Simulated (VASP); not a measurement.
Crystal: Al3B2As.

```
CELL_PARAMETERS angstrom
1.65922 -6.78213 0.00000
1.65922 6.78213 0.00000
0.00000 0.00000 3.93886
ATOMIC_POSITIONS crystal
Al 0.15978 0.84022 0.00000
Al 0.84022 0.15978 0.00000
Al 0.00000 0.00000 0.50000
B 0.00000 0.50000 0.50000
B 0.50000 0.00000 0.50000
As 0.50000 0.50000 0.00000
```

The cell was built from a structure type or drawn by symmetry, and may not be a known phase.

```yaml
Program: VASP 6.6.1
Task: relaxation of cell and atoms
Functional: PBE
Potentials_or_basis: VASP PAW PBE potentials, release 64 (Al, B, As)
Cutoff: 600 eV
k_mesh: 12 × 12 × 10
Occupations: gaussian, width 0.1 eV
Spin: no spin polarisation
```

At the start: pressure -0.3 GPa; volume 14.77 Å³/atom.

**Question.** How do energy, volume and symmetry change on relaxing?

**Answer.** Over 13 steps the energy falls by 4.1 meV/atom and the volume is 14.54 Å³/atom (-1.6 %); space group Cmmm (No. 65, to 0.1 Å) before and after.

Step by step:
```
step  energy change (eV)  largest force (eV/Å)  pressure (GPa)  volume (Å³)
   1              0.0000                0.1624           -0.31        88.65
   2             -0.0134                0.1265           -0.46        88.28
   3             -0.0205                0.1010           -0.60        87.79
   4             -0.0207                0.1002           -0.62        87.69
   5             -0.0229                0.0308            0.55        86.62
   6             -0.0233                0.0502            0.22        86.91
   7             -0.0240                0.0145            0.11        87.05
   8             -0.0241                0.0195            0.00        87.19
   9             -0.0241                0.0148            0.02        87.17
  10             -0.0242                0.0103           -0.03        87.21
  11             -0.0242                0.0029           -0.10        87.28
  12             -0.0243                0.0020           -0.08        87.27
  13             -0.0243                0.0001           -0.01        87.23
```

Final structure:
```
CELL_PARAMETERS angstrom
1.68371 -6.77352 0.00000
1.68371 6.77352 0.00000
0.00000 0.00000 3.82422
ATOMIC_POSITIONS crystal
Al 0.16211 0.83789 0.00000
Al 0.83789 0.16211 0.00000
Al 0.00000 0.00000 0.50000
B 0.00000 0.50000 0.50000
B 0.50000 0.00000 0.50000
As 0.50000 0.50000 0.00000
```
